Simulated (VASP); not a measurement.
## Be: single point with PBE

The system is Be.

```
CELL_PARAMETERS angstrom
3.03950 0.00000 0.00000
-1.51975 2.63229 0.00000
0.00000 0.00000 1.81461
ATOMIC_POSITIONS crystal
Be 0.00000 0.00000 0.00000
Be 0.33333 0.66667 0.50000
Be 0.66667 0.33333 0.50000
```

This cell differs from its parent crystal: volume scaled by 0.6.

```json
{
 "Program": "VASP 6.6.1",
 "Task": "single point",
 "Functional": "PBE",
 "Potentials or basis": "VASP PAW PBE potentials, release 64 (Be)",
 "Cutoff": "520 eV",
 "k mesh": "10 × 10 × 14",
 "Occupations": "fermi-dirac, width 0.08 eV",
 "Spin": "no spin polarisation"
}
```

```
Pressure               : 137.3 GPa
Band gap on the k mesh : zero (band 3 reaches 18.36 eV, above the bottom of band 4 at 10.63 eV)
```

Levels at points of the mesh, in eV from the Fermi level:
| k point | band 1 | band 2 | band 3 | band 4 | band 5 | band 6 | band 7 |
| --- | --- | --- | --- | --- | --- | --- | --- |
| (0.00, 0.00, 0.00) | -15.20 | -2.60 | -2.60 | -2.33 | -2.33 | 9.45 | 10.24 |
| (0.50, 0.00, 0.00) | -11.99 | -11.90 | -7.77 | 2.05 | 12.94 | 13.26 | 16.67 |
| (0.00, 0.00, 0.50) | -9.20 | -7.01 | 5.40 | 5.40 | 5.60 | 8.18 | 8.18 |
| (0.50, 0.00, 0.50) | -6.72 | -6.32 | -2.69 | 1.00 | 1.82 | 4.84 | 9.38 |

Run time: 24 s on 1 thread of AMD EPYC 7R13, with other jobs on the host, peak memory 0.1 GiB.
